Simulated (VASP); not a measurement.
# Cr (P6/mmm) in VASP: single point with PBE

Aim: the single point of Cr with PBE.

Program: VASP 6.6.1. These are calculated values, not measurements. Logs are shortened: lines on timing, memory, paths and dates and some standing lists are left out, and cuts for length are marked.

**1. The cell of the first run**

Symmetry: P6/mmm, No. 191, hexagonal system. The conventional cell has a = 3.473 Å, b = 3.473 Å, c = 1.929 Å, α = 90.00°, β = 90.00°, γ = 120.00°. Within 2.6 Å of Cr (site symmetry 6/mmm) lie 14 Cr at 1.93 to 2.22 Å. Cr (site symmetry -6m2) has 11 Cr at 1.93 to 2.22 Å within 2.6 Å.

This isn't the form of Cr at room conditions, which is bcc.

**2. Single point, PBE, collinear spin, ferromagnetic start**

Input file INCAR:

```
SYSTEM = Cr
ALGO     = Normal         ! electronic algorithm
EDIFF    = 1E-6           ! SCF threshold, eV
ENCUT    = 700            ! plane-wave cutoff, eV
GGA      = PE             ! functional
GGA_COMPAT= .FALSE.      
ISIF     = 2              ! what is computed and relaxed
ISMEAR   = -1             ! smearing method
ISPIN    = 2              ! spin polarisation
LASPH    = .TRUE.         ! aspherical terms in the spheres
LCHARG   = .FALSE.        ! write CHGCAR
LMAXMIX  = 4              ! l up to which the mixer works
LORBIT   = 11             ! projections on sites
LREAL    = .FALSE.        ! projectors in reciprocal space
LWAVE    = .FALSE.        ! write WAVECAR
MAGMOM   = 2 2 2          ! initial moments
NBANDS   = 32             ! bands
NELM     = 200            ! most SCF steps
PREC     = Accurate       ! precision mode
SIGMA    = 0.1            ! smearing width, eV
```

Input file KPOINTS:

```
k-points
0
G
  11 11 15
  0 0 0
```

Input file POSCAR:

```
Cr
1.0
    3.4727768699      0.0000000000      0.0000000000
   -1.7363884350      3.0075129910      0.0000000000
    0.0000000000      0.0000000000      1.9290214963
Cr
3
Direct
    0.0000000000      0.0000000000      0.0000000000
    0.3333333333      0.6666666667      0.5000000000
    0.6666666667      0.3333333333      0.5000000000
```

Potentials or basis: VASP PAW PBE potentials, release 64 (Cr_sv).

Launch:

```bash
$ cat potpaw_PBE.64/Cr_sv/POTCAR > POTCAR
$ mpirun -np 1 vasp_std > vasp.out
```

OUTCAR:

```text
SYSTEM = Cr
   EDIFF = 1E-6
   ENCUT = 700
   GGA = PE
   ISIF = 2
   ISMEAR = -1
   ISPIN = 2
   LASPH = .TRUE.
   LORBIT = 11
   LREAL = .FALSE.
   NELM = 200
   PREC = Accurate

 ion  position               nearest neighbor table
   1  0.000  0.000  0.000-   2 2.22   3 2.22   2 2.22   3 2.22   3 2.22   3 2.22   2 2.22   2 2.22
                             3 2.22   3 2.22   2 2.22   2 2.22
   2  0.333  0.667  0.500-   3 2.01   3 2.01   3 2.01   1 2.22   1 2.22   1 2.22   1 2.22   1 2.22
                             1 2.22   3 2.78   3 2.78   3 2.78   3 2.78   3 2.78   3 2.78
   3  0.667  0.333  0.500-   2 2.01   2 2.01   2 2.01   1 2.22   1 2.22   1 2.22   1 2.22   1 2.22
                             1 2.22   2 2.78   2 2.78   2 2.78   2 2.78   2 2.78   2 2.78

  LATTYP: Found a hexagonal cell.
 ALAT       =     3.4727768699
 C/A-ratio  =     0.5554694611

  Lattice vectors:

 A1 = (   3.4727768699,   0.0000000000,   0.0000000000)
 A2 = (  -1.7363884350,   3.0075129910,   0.0000000000)
 A3 = (   0.0000000000,   0.0000000000,   1.9290214963)

Analysis of symmetry for initial positions (statically):
=====================================================================
 Subroutine PRICEL returns:
 Original cell was already a primitive cell.

 Routine SETGRP: Setting up the symmetry group for a
 hexagonal supercell.

 Subroutine GETGRP returns: Found 24 space group operations
 (whereof 24 operations were pure point group operations)
 out of a pool of 24 trial point group operations.

The static configuration has the point symmetry D_6h.

Analysis of symmetry for dynamics (positions and initial velocities):
=====================================================================
 Subroutine PRICEL returns:
 Original cell was already a primitive cell.

 Routine SETGRP: Setting up the symmetry group for a
 hexagonal supercell.

 Subroutine GETGRP returns: Found 24 space group operations
 (whereof 24 operations were pure point group operations)
 out of a pool of 24 trial point group operations.

The dynamic configuration has the point symmetry D_6h.

Analysis of structural, dynamic, and magnetic symmetry:
=====================================================================
 Subroutine PRICEL returns:
 Original cell was already a primitive cell.

 Routine SETGRP: Setting up the symmetry group for a
 hexagonal supercell.

 Subroutine GETGRP returns: Found 24 space group operations
 (whereof 24 operations were pure point group operations)
 out of a pool of 24 trial point group operations.

The overall configuration has the point symmetry D_6h.

 Subroutine INISYM returns: Found 24 space group operations
 (whereof 24 operations are pure point group operations),
 and found     1 'primitive' translations

----------------------------------------------------------------------------------------

                                     Primitive cell

  volume of cell :      20.1475

  direct lattice vectors                    reciprocal lattice vectors
     3.472776870  0.000000000  0.000000000     0.287954003  0.166250321  0.000000000
    -1.736388435  3.007512991  0.000000000     0.000000000  0.332500642  0.000000000
     0.000000000  0.000000000  1.929021496     0.000000000  0.000000000  0.518397541

  length of vectors
     3.472776870  3.472776870  1.929021496     0.332500642  0.332500642  0.518397541

  position of ions in fractional coordinates (direct lattice)
     0.000000000  0.000000000  0.000000000
     0.333333333  0.666666667  0.500000000
     0.666666667  0.333333333  0.500000000

  ion indices of the primitive-cell ions
   primitive index   ion index
                 1           1
                 2           2
                 3           3

----------------------------------------------------------------------------------------

 KPOINTS: k-points

Automatic generation of k-mesh.
 Grid dimensions read from file:
 generate k-points for:   11   11   15

 Generating k-lattice:

  Cartesian coordinates                     Fractional coordinates (reciprocal lattice)
     0.026177637  0.015113666  0.000000000     0.090909091  0.000000000  0.000000000
     0.000000000  0.030227331  0.000000000     0.000000000  0.090909091  0.000000000
     0.000000000  0.000000000  0.034559836     0.000000000  0.000000000  0.066666667

  Length of vectors
     0.030227331  0.030227331  0.034559836

  Shift w.r.t. Gamma in fractional coordinates (k-lattice)
     0.000000000  0.000000000  0.000000000

 Subroutine IBZKPT returns following result:
 ===========================================

 Found    128 irreducible k-points:

 Following reciprocal coordinates:
            Coordinates               Weight
  0.000000  0.000000  0.000000      1.000000
  0.090909  0.000000  0.000000      6.000000
  0.181818  0.000000  0.000000      6.000000
  0.272727  0.000000  0.000000      6.000000
  0.363636  0.000000  0.000000      6.000000
  0.454545  0.000000  0.000000      6.000000
[... 16 lines left out ...]
  0.090909  0.090909  0.066667     12.000000
  0.181818  0.090909  0.066667     24.000000
 [... further k-points ...]
   k-points           NKPTS =    128   k-points in BZ     NKDIM =    128   number of bands    NBANDS=     32
   number of dos      NEDOS =    301   number of ions     NIONS =      3
   total plane-waves  NPLWV =  16200
   dimension x,y,z NGX =    30 NGY =   30 NGZ =   18
   dimension x,y,z NGXF=    60 NGYF=   60 NGZF=   36
   ions per type =               3
   NGX,Y,Z   is equivalent  to a cutoff of  14.36, 14.36, 15.51 a.u.
   NGXF,Y,Z  is equivalent  to a cutoff of  28.72, 28.72, 31.03 a.u.
 SYSTEM =  Cr
   PREC   = accura    normal or accurate (medium, high low for compatibility)
   ISTART =      0    job   : 0-new  1-cont  2-samecut
   ICHARG =      2    charge: 1-file 2-atom 10-const
   ISPIN  =      2    spin polarized calculation?
   LNONCOLLINEAR =      F non collinear calculations
   LSORBIT =      F    spin-orbit coupling
   LASPH  =      T    aspherical Exc in radial PAW
   ENCUT  =  700.0 eV  51.45 Ry    7.17 a.u.   7.49  7.49  4.16*2*pi/ulx,y,z
   NELM   =    200;   NELMIN=  2; NELMDL= -5     # of ELM steps
   EDIFF  = 0.1E-05   stopping-criterion for ELM
   LREAL  =      F    real-space projection
   EDIFFG = 0.1E-04   stopping-criterion for IOM
   NSW    =      0    number of steps for IOM
   IBRION =     -1    ionic relax: 0-MD 1-quasi-New 2-CG
   NFREE  =      0    steps in history (QN), initial steepest desc. (CG)
   ISIF   =      2    stress and relaxation
   ISYM   =      2    0-nonsym 1-usesym 2-fastsym
   POTIM  = 0.5000    time-step for ionic-motion
   TEBEG  =    0.0;   TEEND  =   0.0 temperature during run
   PSTRESS=    0.0 pullay stress
   NELECT =      42.0000    total number of electrons
   NUPDOWN=      -1.0000    fix difference up-down
   EMIN   =  10.00;   EMAX   =-10.00  energy-range for DOS
   EFERMI =   0.00;   METHOD = LEGACY
   ISMEAR =    -1;   SIGMA  =   0.10  broadening in eV -4-tet -1-fermi 0-gaus
   EFERMI_NEDOS =   21; number of points for ismear=-14 and -15
   IALGO  =     38    algorithm
   IMIX   =      4    mixing-type and parameters
     AMIX     =   0.40;   BMIX     =  1.00
     AMIX_MAG =   1.60;   BMIX_MAG =  1.00
  volume/ion in A,a.u.               =       6.72        45.32
  Fermi-wavevector in a.u.,A,eV,Ry     =   2.091305  3.951994 59.505868  4.373558
  Thomas-Fermi vector in A             =   3.083633
   LORBIT       =     11    0 simple, 1 ext, 2 COOP (PROOUT), +10 PAW based schemes
   GGA     = PE    functional components
   LHFCALC =     F    Hartree Fock is set to
   AEXX    =    0.0000 exact exchange contribution
   IVDW    =     0    specifies the selected vdW correction
   LEPSILON=     F    determine dielectric tensor
   LRPA    =     F    only Hartree local field effects (RPA)
 spin polarized calculation
  energy-cutoff  :      700.00
  volume of cell :       20.15
 maximum number of plane-waves:       879
 NGX is ok and might be reduce to    30
   NGX = 15   NGY = 15   NGZ =  9

 number of electron      41.9999999 magnetization       0.0001665

 number of electron      41.9999999 magnetization      -0.0003454

 Free energy of the ion-electron system (eV)
  ---------------------------------------------------
  ext. energy  EPLUGINS =         0.00000000
  ---------------------------------------------------
  free energy    TOTEN  =       -15.47528597 eV

  energy without entropy =      -15.37787764  energy(sigma->0) =      -15.42658180

 E-fermi :  25.6752     XC(G=0): -17.1849

 val. band max:       25.6749885492   @ k =   0.4545   0.0000   0.0667
 cond. band min:      25.6821142085   @ k =   0.2727   0.1818   0.0667
 fundamental gap:      0.0071256593
 Fermi energy:        25.6752372433

 spin component 1

 k-point     1 :       0.0000    0.0000    0.0000
  band No.  band energies     occupation
      1     -47.3964      1.00000
      2     -46.0753      1.00000
      3     -45.7925      1.00000
      4     -19.0030      1.00000
      5     -19.0030      1.00000
      6     -18.5706      1.00000
[... 24 lines left out ...]
     31      40.5367      0.00000
     32      40.5367      0.00000

 k-point     2 :       0.0909    0.0000    0.0000
  band No.  band energies     occupation
      1     -47.3643      1.00000
      2     -46.0901      1.00000
      3     -45.8155      1.00000
      4     -19.2188      1.00000
      5     -19.1620      1.00000
      6     -18.3247      1.00000
[... 24 lines left out ...]
     31      41.8532      0.00000
     32      42.0852      0.00000
[... 733 lines left out ...]
     31      42.9988      0.00000
     32      43.2454      0.00000

 k-point    24 :       0.1818    0.0909    0.0667
  band No.  band energies     occupation
      1     -47.1307      1.00000
      2     -46.1392      1.00000
      3     -45.9014      1.00000
      4     -19.5650      1.00000
      5     -19.3197      1.00000
      6     -17.6111      1.00000
[... 24 lines left out ...]
     31      43.5386      0.00000
     32      44.5834      0.00000

 [... further k-points ...]

 spin component 2

 k-point     1 :       0.0000    0.0000    0.0000
  band No.  band energies     occupation
      1     -47.3965      1.00000
      2     -46.0755      1.00000
      3     -45.7926      1.00000
      4     -19.0031      1.00000
      5     -19.0031      1.00000
      6     -18.5707      1.00000
[... 24 lines left out ...]
     31      40.5367      0.00000
     32      40.5367      0.00000

 k-point     2 :       0.0909    0.0000    0.0000
  band No.  band energies     occupation
      1     -47.3645      1.00000
      2     -46.0902      1.00000
      3     -45.8156      1.00000
      4     -19.2189      1.00000
      5     -19.1622      1.00000
      6     -18.3249      1.00000
[... 24 lines left out ...]
     31      41.8531      0.00000
     32      42.0851      0.00000
[... 733 lines left out ...]
     31      42.9987      0.00000
     32      43.2453      0.00000

 k-point    24 :       0.1818    0.0909    0.0667
  band No.  band energies     occupation
      1     -47.1309      1.00000
      2     -46.1393      1.00000
      3     -45.9015      1.00000
      4     -19.5651      1.00000
      5     -19.3198      1.00000
      6     -17.6112      1.00000
[... 24 lines left out ...]
     31      43.5385      0.00000
     32      44.5833      0.00000

 [... further k-points ...]

------------------------ aborting loop because EDIFF is reached ----------------------------------------

  FORCE on cell =-STRESS in cart. coord.  units (eV):
  Direction    XX          YY          ZZ          XY          YZ          ZX
  --------------------------------------------------------------------------------------
  -------------------------------------------------------------------------------------
  Total       51.6478646     51.6478646     51.6184679     -0.0000000     -0.0000000      0.0000000
  in kB     4107.1587803   4107.1587803   4104.8210928     -0.0000001     -0.0000000      0.0000000
  external PRESSURE =    4106.3795512 kB  Pullay stress =       0.0000000 kB

 VOLUME and BASIS-vectors are now :
 -----------------------------------------------------------------------------
  energy-cutoff  :      700.00
  volume of cell :       20.15
      direct lattice vectors                 reciprocal lattice vectors
     3.472776870  0.000000000  0.000000000     0.287954003  0.166250321  0.000000000
    -1.736388435  3.007512991  0.000000000     0.000000000  0.332500642  0.000000000
     0.000000000  0.000000000  1.929021496     0.000000000  0.000000000  0.518397541

 POSITION                                       TOTAL-FORCE (eV/Angst)
 -----------------------------------------------------------------------------------
      0.00000      0.00000      0.00000         0.000000      0.000000      0.000000
     -0.00000      2.00501      0.96451        -0.000000      0.000000     -0.000000
      1.73639      1.00250      0.96451         0.000000     -0.000000      0.000000
 -----------------------------------------------------------------------------------
    total drift:                               -0.000000      0.000000      0.000000

  FREE ENERGIE OF THE ION-ELECTRON SYSTEM (eV)
  ---------------------------------------------------
  free  energy   TOTEN  =       -15.4752859702 eV

  energy  without entropy=      -15.3778776352  energy(sigma->0) =      -15.42658180

 total charge

# of ion       s       p       d       tot
------------------------------------------
    1        2.331   6.124   4.295  12.749
    2        2.337   6.104   4.395  12.836
    3        2.337   6.104   4.395  12.836
--------------------------------------------------
tot          7.004  18.331  13.084  38.420

 magnetization (x)

# of ion       s       p       d       tot
------------------------------------------
    1        0.000  -0.000  -0.000  -0.000
    2        0.000  -0.000  -0.000  -0.000
    3        0.000  -0.000  -0.000  -0.000
--------------------------------------------------
tot          0.000  -0.000  -0.000  -0.000
```

Run time: 3.4 min. Hardware: 1 thread of Intel Xeon Platinum 8488C (Sapphire Rapids), shared host; peak memory 0.28 GiB.

Results:

```yaml
Free_energy: -15.4753 eV
Pressure: 410.6 GPa
Band_gap_on_the_k_mesh: zero (filled and empty bands overlap)
Net_moment: 0.00 μB per cell
Valence_electrons_inside_the_program's_atomic_spheres: Cr 12.75, 12.84 (each value once)
```

Stress tensor (GPa, compression positive):
```
410.72   0.00   0.00
  0.00 410.72   0.00
  0.00   0.00 410.48
```

Levels at points of the mesh, in eV from the Fermi level:
Spin up:
```tsv
k point	band 18	band 19	band 20	band 21	band 22	band 23	band 24	band 25
(0.00, 0.00, 0.00)	-3.23	-3.12	-3.12	-1.08	-1.08	1.90	1.90	1.98
```
Spin down:
| k point | band 18 | band 19 | band 20 | band 21 | band 22 | band 23 | band 24 | band 25 |
| --- | --- | --- | --- | --- | --- | --- | --- | --- |
| (0.00, 0.00, 0.00) | -3.23 | -3.12 | -3.12 | -1.08 | -1.08 | 1.90 | 1.90 | 1.98 |

Caveat: atoms lie so close that the PAW spheres overlap strongly, which falsifies energies and pressures; the cell stands under pressure; the moments typed at the start vanished in this run.
